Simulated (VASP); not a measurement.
# ZrB2 (P4/mmm) in VASP: a series of runs

The runs below take ZrB2 through single point, with PBE.

Program: VASP 6.6.1. These are calculated values, not measurements. Logs are shortened: lines on timing, memory, paths and dates and some standing lists are left out, and cuts for length are marked.

## (1) The cell of the first run

Symmetry: P4/mmm, No. 123, tetragonal system. The conventional cell has a = 3.389 Å, b = 3.389 Å, c = 3.191 Å, α = 90.00°, β = 90.00°, γ = 90.00°. Within 3.2 Å of Zr (site symmetry 4/mmm) lie 12 B at 2.40 to 2.88 Å and 2 Zr at 3.19 Å. B (site symmetry 4/mmm) has 2 B at 1.60 Å within 2.1 Å. Within 2.1 Å of B (site symmetry 4/mmm) lie 2 B at 1.60 Å.

## (2) Single point, PBE

File INCAR:

```
PREC = Accurate
ENCUT = 500
EDIFF = 1E-6
ISMEAR = 0
SIGMA = 0.2
LREAL = F
LASPH = T
NELM = 120
ALGO = Normal
ISIF = 2
LWAVE = F
LCHARG = F
GGA = PE
NBANDS = 16
GGA_COMPAT = F
```

File KPOINTS:

```
Automatic mesh
0
Gamma
  6 6 6
```

File POSCAR:

```
ZrB2
1.0
    3.3892365308      0.0000000000      0.0000000000
    0.0000000000      3.3892365308      0.0000000000
    0.0000000000      0.0000000000      3.1907112374
Zr B
1 2
Direct
    0.5000000000      0.5000000000      0.0000000000
    0.0000000000      0.0000000000      0.5000000000
    0.0000000000      0.0000000000      0.0000000000
```

Potentials or basis: VASP PAW PBE potentials, release 64 (Zr_sv, B).

On the command line:

```
cat potpaw_PBE.64/Zr_sv/POTCAR potpaw_PBE.64/B/POTCAR > POTCAR
mpirun -np 1 vasp_std > vasp.out
```

OUTCAR:

```text
PREC = Accurate
   ENCUT = 500
   EDIFF = 1E-6
   ISMEAR = 0
   LREAL = F
   LASPH = T
   NELM = 120
   ISIF = 2
   GGA = PE

 ion  position               nearest neighbor table
   1  0.500  0.500  0.000-   3 2.40   3 2.40   3 2.40   3 2.40   2 2.88   2 2.88   2 2.88   2 2.88
                             2 2.88   2 2.88   2 2.88   2 2.88
   2  0.000  0.000  0.500-   3 1.60   3 1.60   1 2.88   1 2.88   1 2.88   1 2.88   1 2.88   1 2.88
                             1 2.88   1 2.88
   3  0.000  0.000  0.000-   2 1.60   2 1.60   1 2.40   1 2.40   1 2.40   1 2.40

  LATTYP: Found a simple tetragonal cell.
 ALAT       =     3.3892365308
 C/A-ratio  =     0.9414247747

  Lattice vectors:

 A1 = (   3.3892365308,   0.0000000000,   0.0000000000)
 A2 = (   0.0000000000,   3.3892365308,   0.0000000000)
 A3 = (   0.0000000000,   0.0000000000,   3.1907112374)

Analysis of symmetry for initial positions (statically):
=====================================================================
 Subroutine PRICEL returns:
 Original cell was already a primitive cell.

 Routine SETGRP: Setting up the symmetry group for a
 simple tetragonal supercell.

 Subroutine GETGRP returns: Found 16 space group operations
 (whereof 16 operations were pure point group operations)
 out of a pool of 16 trial point group operations.

The static configuration has the point symmetry D_4h.

Analysis of symmetry for dynamics (positions and initial velocities):
=====================================================================
 Subroutine PRICEL returns:
 Original cell was already a primitive cell.

 Routine SETGRP: Setting up the symmetry group for a
 simple tetragonal supercell.

 Subroutine GETGRP returns: Found 16 space group operations
 (whereof 16 operations were pure point group operations)
 out of a pool of 16 trial point group operations.

The dynamic configuration has the point symmetry D_4h.

 Subroutine INISYM returns: Found 16 space group operations
 (whereof 16 operations are pure point group operations),
 and found     1 'primitive' translations

----------------------------------------------------------------------------------------

                                     Primitive cell

  volume of cell :      36.6515

  direct lattice vectors                    reciprocal lattice vectors
     3.389236531  0.000000000  0.000000000     0.295051700  0.000000000  0.000000000
     0.000000000  3.389236531  0.000000000     0.000000000  0.295051700  0.000000000
     0.000000000  0.000000000  3.190711237     0.000000000  0.000000000  0.313409746

  length of vectors
     3.389236531  3.389236531  3.190711237     0.295051700  0.295051700  0.313409746

  position of ions in fractional coordinates (direct lattice)
     0.500000000  0.500000000  0.000000000
     0.000000000  0.000000000  0.500000000
     0.000000000  0.000000000  0.000000000

  ion indices of the primitive-cell ions
   primitive index   ion index
                 1           1
                 2           2
                 3           3

----------------------------------------------------------------------------------------

 KPOINTS: Automatic mesh

Automatic generation of k-mesh.
 Grid dimensions read from file:
 generate k-points for:    6    6    6

 Generating k-lattice:

  Cartesian coordinates                     Fractional coordinates (reciprocal lattice)
     0.049175283  0.000000000  0.000000000     0.166666667  0.000000000  0.000000000
     0.000000000  0.049175283  0.000000000     0.000000000  0.166666667  0.000000000
     0.000000000  0.000000000  0.052234958     0.000000000  0.000000000  0.166666667

  Length of vectors
     0.049175283  0.049175283  0.052234958

  Shift w.r.t. Gamma in fractional coordinates (k-lattice)
     0.000000000  0.000000000  0.000000000

 Subroutine IBZKPT returns following result:
 ===========================================

 Found     40 irreducible k-points:

 Following reciprocal coordinates:
            Coordinates               Weight
  0.000000  0.000000  0.000000      1.000000
  0.166667  0.000000  0.000000      4.000000
  0.333333  0.000000  0.000000      4.000000
  0.500000  0.000000  0.000000      2.000000
  0.166667  0.166667  0.000000      4.000000
  0.333333  0.166667  0.000000      8.000000
[... 16 lines left out ...]
  0.333333  0.000000  0.333333      8.000000
  0.500000  0.000000  0.333333      4.000000
 [... further k-points ...]
   k-points           NKPTS =     40   k-points in BZ     NKDIM =     40   number of bands    NBANDS=     16
   number of dos      NEDOS =    301   number of ions     NIONS =      3
   total plane-waves  NPLWV =  18816
   dimension x,y,z NGX =    28 NGY =   28 NGZ =   24
   dimension x,y,z NGXF=    56 NGYF=   56 NGZF=   48
   ions per type =               1   2
   NGX,Y,Z   is equivalent  to a cutoff of  13.73, 13.73, 12.50 a.u.
   NGXF,Y,Z  is equivalent  to a cutoff of  27.47, 27.47, 25.01 a.u.
 SYSTEM =  unknown system
   PREC   = accura    normal or accurate (medium, high low for compatibility)
   ISTART =      0    job   : 0-new  1-cont  2-samecut
   ICHARG =      2    charge: 1-file 2-atom 10-const
   ISPIN  =      1    spin polarized calculation?
   LNONCOLLINEAR =      F non collinear calculations
   LSORBIT =      F    spin-orbit coupling
   LASPH  =      T    aspherical Exc in radial PAW
   ENCUT  =  500.0 eV  36.75 Ry    6.06 a.u.   6.18  6.18  5.82*2*pi/ulx,y,z
   NELM   =    120;   NELMIN=  2; NELMDL= -5     # of ELM steps
   EDIFF  = 0.1E-05   stopping-criterion for ELM
   LREAL  =      F    real-space projection
   EDIFFG = 0.1E-04   stopping-criterion for IOM
   NSW    =      0    number of steps for IOM
   IBRION =     -1    ionic relax: 0-MD 1-quasi-New 2-CG
   NFREE  =      0    steps in history (QN), initial steepest desc. (CG)
   ISIF   =      2    stress and relaxation
   ISYM   =      2    0-nonsym 1-usesym 2-fastsym
   POTIM  = 0.5000    time-step for ionic-motion
   TEBEG  =    0.0;   TEEND  =   0.0 temperature during run
   PSTRESS=    0.0 pullay stress
   NELECT =      18.0000    total number of electrons
   NUPDOWN=      -1.0000    fix difference up-down
   EMIN   =  10.00;   EMAX   =-10.00  energy-range for DOS
   EFERMI =   0.00;   METHOD = LEGACY
   ISMEAR =     0;   SIGMA  =   0.20  broadening in eV -4-tet -1-fermi 0-gaus
   EFERMI_NEDOS =   21; number of points for ismear=-14 and -15
   IALGO  =     38    algorithm
   IMIX   =      4    mixing-type and parameters
     AMIX     =   0.40;   BMIX     =  1.00
     AMIX_MAG =   1.60;   BMIX_MAG =  1.00
  volume/ion in A,a.u.               =      12.22        82.45
  Fermi-wavevector in a.u.,A,eV,Ry     =   1.291621  2.440811 22.698408  1.668286
  Thomas-Fermi vector in A             =   2.423380
   LORBIT       =      0    0 simple, 1 ext, 2 COOP (PROOUT), +10 PAW based schemes
   GGA     = PE    functional components
   LHFCALC =     F    Hartree Fock is set to
   AEXX    =    0.0000 exact exchange contribution
   IVDW    =     0    specifies the selected vdW correction
   LEPSILON=     F    determine dielectric tensor
   LRPA    =     F    only Hartree local field effects (RPA)
 non-spin polarized calculation
 Gauss-broadening in eV      SIGMA  =   0.20
  energy-cutoff  :      500.00
  volume of cell :       36.65
 maximum number of plane-waves:       944
 NGX is ok and might be reduce to    28
   NGX = 13   NGY = 13   NGZ = 11

 number of electron      18.0000000 magnetization

 Free energy of the ion-electron system (eV)
  ---------------------------------------------------
  ext. energy  EPLUGINS =         0.00000000
  ---------------------------------------------------
  free energy    TOTEN  =       -22.83722204 eV

  energy without entropy =      -22.80559292  energy(sigma->0) =      -22.82140748

 E-fermi :   7.9685     XC(G=0): -11.4712

 val. band max:        7.9593624581   @ k =   0.1667   0.0000   0.3333
 cond. band min:       8.0197699128   @ k =   0.3333   0.3333   0.3333
 fundamental gap:      0.0604074547
 Fermi energy:         7.9684663682

 k-point     1 :       0.0000    0.0000    0.0000
  band No.  band energies     occupation
      1     -40.5903      2.00000
      2     -18.5526      2.00000
      3     -18.5526      2.00000
      4     -18.3425      2.00000
      5      -3.3507      2.00000
      6       4.0002      2.00000
[... 8 lines left out ...]
     15      16.5753      0.00000
     16      16.5753      0.00000

 k-point     2 :       0.1667    0.0000    0.0000
  band No.  band energies     occupation
      1     -40.5837      2.00000
      2     -18.6524      2.00000
      3     -18.5394      2.00000
      4     -18.3346      2.00000
      5      -2.9959      2.00000
      6       3.9198      2.00000
[... 8 lines left out ...]
     15      15.2472      0.00000
     16      17.1172      0.00000

 k-point     3 :       0.3333    0.0000    0.0000
  band No.  band energies     occupation
      1     -40.5702      2.00000
      2     -18.8459      2.00000
      3     -18.5129      2.00000
      4     -18.3187      2.00000
      5      -2.1129      2.00000
      6       2.8844      2.00000
[... 8 lines left out ...]
     15      15.4402      0.00000
     16      17.9543      0.00000

 k-point     4 :       0.5000    0.0000    0.0000
  band No.  band energies     occupation
      1     -40.5635      2.00000
      2     -18.9398      2.00000
      3     -18.4995      2.00000
      4     -18.3107      2.00000
      5      -1.4667      2.00000
      6       1.8691      2.00000
[... 8 lines left out ...]
     15      14.9851      0.00000
     16      17.0523      0.00000
[... 324 lines left out ...]
 k-point    22 :       0.1667    0.0000    0.3333
  band No.  band energies     occupation
      1     -40.5465      2.00000
      2     -18.7471      2.00000
      3     -18.6048      2.00000
      4     -18.4985      2.00000
      5      -1.8289      2.00000
      6       1.1687      2.00000
[... 8 lines left out ...]
     15      14.5982      0.00000
     16      15.5336      0.00000

 k-point    23 :       0.3333    0.0000    0.3333
  band No.  band energies     occupation
      1     -40.5334      2.00000
      2     -18.7887      2.00000
      3     -18.7219      2.00000
      4     -18.4738      2.00000
      5      -1.1849      2.00000
      6       1.3652      2.00000
[... 8 lines left out ...]
     15      16.7660      0.00000
     16      17.1478      0.00000

 k-point    24 :       0.5000    0.0000    0.3333
  band No.  band energies     occupation
      1     -40.5269      2.00000
      2     -18.8774      2.00000
      3     -18.7100      2.00000
      4     -18.4613      2.00000
      5      -0.8208      2.00000
      6       1.6103      2.00000
[... 8 lines left out ...]
     15      16.4626      0.00000
     16      17.4918      0.00000

 [... further k-points ...]
[... 5 lines left out ...]
  --------------------------------------------------------------------------------------
  -------------------------------------------------------------------------------------
  Total        0.0388195      0.0388195     -0.0374455      0.0000000      0.0000000      0.0000000
  in kB        1.6969522      1.6969522     -1.6368896      0.0000000      0.0000000      0.0000000
  external PRESSURE =       0.5856716 kB  Pullay stress =       0.0000000 kB

 VOLUME and BASIS-vectors are now :
 -----------------------------------------------------------------------------
  energy-cutoff  :      500.00
  volume of cell :       36.65
      direct lattice vectors                 reciprocal lattice vectors
     3.389236531  0.000000000  0.000000000     0.295051700  0.000000000  0.000000000
     0.000000000  3.389236531  0.000000000     0.000000000  0.295051700  0.000000000
     0.000000000  0.000000000  3.190711237     0.000000000  0.000000000  0.313409746

 POSITION                                       TOTAL-FORCE (eV/Angst)
 -----------------------------------------------------------------------------------
      1.69462      1.69462      0.00000         0.000000      0.000000      0.000000
      0.00000      0.00000      1.59536         0.000000      0.000000      0.000000
      0.00000      0.00000      0.00000         0.000000      0.000000      0.000000
 -----------------------------------------------------------------------------------
    total drift:                                0.000000      0.000000     -0.000000

  FREE ENERGIE OF THE ION-ELECTRON SYSTEM (eV)
  ---------------------------------------------------
  free  energy   TOTEN  =       -22.8372220351 eV

  energy  without entropy=      -22.8055929181  energy(sigma->0) =      -22.82140748
```

Run time: 16 s. Hardware: 1 thread of Intel Xeon Platinum 8488C (Sapphire Rapids), shared host; peak memory 0.16 GiB.

Results:

```yaml
Free_energy: -22.8372 eV
Pressure: 0.1 GPa
Band_gap_on_the_k_mesh: zero (band 9 reaches 8.28 eV, above the bottom of band 10 at 6.71 eV)
```

Stress tensor (GPa, compression positive):
```
 0.17  0.00  0.00
 0.00  0.17  0.00
 0.00  0.00 -0.16
```

## (3) Single point, PBE

INCAR is that of step 2.

File KPOINTS:

```
regular mesh
0
Gamma
  8 8 4
```

File POSCAR:

```
ZrB2
1.0
    3.3900082221      0.0000000000      0.0000000000
    0.0000000000      3.3900082221      0.0000000000
    0.0000000000      0.0000000000      3.1937638375
Zr B
1 2
Direct
    0.5000000000      0.5000000000      0.5000000000
    0.0000000000      0.0000000000      0.5000000000
    0.0000000000      0.0000000000      0.0000000000
```

Potentials or basis: VASP PAW PBE potentials, release 64 (Zr_sv, B).

On the command line:

```
cat potpaw_PBE.64/Zr_sv/POTCAR potpaw_PBE.64/B/POTCAR > POTCAR
mpirun -np 1 vasp_std > vasp.out
```

It took 23 s on 1 thread of Intel Xeon Platinum 8488C (Sapphire Rapids), shared host; peak memory 0.16 GiB.

Results (log left out):

* Free energy: -22.8100 eV
* Pressure: 0.1 GPa
* Band gap on the k mesh: zero (band 9 reaches 8.74 eV, above the bottom of band 10 at 6.72 eV)

Stress tensor (GPa, compression positive):
```
0.14 0.00 0.00
0.00 0.14 0.00
0.00 0.00 0.01
```

Levels at points of the mesh, in eV from the Fermi level:
| k point | band 5 | band 6 | band 7 | band 8 | band 9 | band 10 | band 11 | band 12 | band 13 | band 14 |
| --- | --- | --- | --- | --- | --- | --- | --- | --- | --- | --- |
| (0.00, 0.00, 0.00) | -11.42 | -4.07 | -2.13 | -1.57 | -1.36 | -1.36 | 2.46 | 3.60 | 3.60 | 5.28 |
| (0.50, 0.00, 0.00) | -9.54 | -6.21 | -4.40 | -3.64 | -1.35 | 3.79 | 3.92 | 3.96 | 4.73 | 6.28 |
| (0.50, 0.50, 0.00) | -10.11 | -3.77 | -3.77 | -3.73 | -0.87 | 2.12 | 2.12 | 3.32 | 4.67 | 6.14 |
| (0.00, 0.00, 0.50) | -9.16 | -8.32 | -0.68 | -0.63 | -0.63 | 1.82 | 1.82 | 2.83 | 4.19 | 5.44 |
| (0.50, 0.00, 0.50) | -8.39 | -7.33 | -3.67 | -1.98 | -1.76 | 1.58 | 2.22 | 2.24 | 4.28 | 6.76 |
| (0.50, 0.50, 0.50) | -8.45 | -7.00 | -3.64 | -3.64 | -0.17 | -0.17 | 4.86 | 4.93 | 5.23 | 5.79 |

Caveat: the k points lie up to 0.49 Å⁻¹ apart.
